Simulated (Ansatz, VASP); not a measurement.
Given: the input of a run of VASP 6.6.1 on WS2.

INCAR

```
SYSTEM = WS2
PREC = Accurate
ENCUT = 500
EDIFF = 1E-6
ISMEAR = 0
SIGMA = 0.025
LREAL = .False.
LASPH = .True.
NELM = 120
ALGO = Normal
ISIF = 2
LWAVE = .False.
LCHARG = .False.
GGA = LIBXC
LIBXC1 = GGA_X_PBE
LIBXC2 = LDA_C_PW
NBANDS = 20
GGA_COMPAT = .False.
```

KPOINTS

```
regular mesh
0
Gamma
  10 10 10
  0 0 0
```

The input POSCAR:

```
WS2
1.0
    1.5576595461      0.8993151583      6.0800348339
   -1.5576595461      0.8993151583      6.0800348339
    0.0000000000     -1.7986303165      6.0800348339
W S
1 2
Direct
    0.0000000000      0.0000000000      0.0000000000
    0.5810000000      0.5810000000      0.5810000000
    0.7503000000      0.7503000000      0.7503000000
```

Potentials or basis: VASP PAW PBE potentials, release 64 (W_sv, S).

Launch:

```console
$ cat potpaw_PBE.64/W_sv/POTCAR potpaw_PBE.64/S/POTCAR > POTCAR
$ mpirun -np 1 vasp_std > vasp.out
```

Task: Set up the same calculation for Ansatz 0.2.0. Potentials there: all-electron LAPW, inner shells corrected to Dirac's equation.

Result: As run (the cutoff follows the program's own potentials):

File input.yaml:

```yaml
crystal:
  lattice:
    - [1.5576595461, 0.8993151583, 6.0800348339]
    - [-1.5576595461, 0.8993151583, 6.0800348339]
    - [0.0, -1.7986303165, 6.0800348339]
  atoms:
    - { symbol: W, position: [0.0, 0.0, 0.0] }
    - { symbol: S, position: [0.581, 0.581, 0.581] }
    - { symbol: S, position: [0.7503, 0.7503, 0.7503] }
kpoints:
  mp_grid: { grid: [10, 10, 10] }
scf:
  occupations: { method: gaussian, width: 0.025 }
hamiltonian:
  xc: { exchange: pbe, correlation: lda }
  pseudopotentials:
    kind: all_electron
    lapw: { basis_error: 0.002 }
    dirac_shells: { S: ["2p"], W: ["4p", "4d"] }
output:
  forces: true
  stress: true
  eigenvalues: true
```

Potentials or basis: all-electron LAPW, inner shells corrected to Dirac's equation.

Launch:

```console
$ ansatz run input.yaml --threads 2 --pin off --max-ram 5120MiB --backend cpu --events-out ev --progress --plain --runs-dir out
```

Both were run:

|  | VASP | Ansatz | Ansatz less VASP |
| --- | --- | --- | --- |
| gap on the k mesh at the Fermi level (eV) | 1.11 | 1.10 | -0.012 |
| least direct gap on the mesh (eV) | 2.35 | 2.34 | -0.005 |
| pressure (GPa) | 23.0 | 23.3 | +0.33 |
| traceless stress, the component that is largest in VASP (GPa) | -1.40 | -1.36 | +0.041 |
| rms of the force components (eV/Å) | 0.705 | 0.717 | +0.0114 |

VASP's potentials were made for PBE, not for pbe exchange, lda correlation. Atom by atom the forces differ by 0.012 eV/Å (rms over components). Ansatz ran all-electron here, and VASP with PAW potentials.

Neither program's run includes spin-orbit coupling.
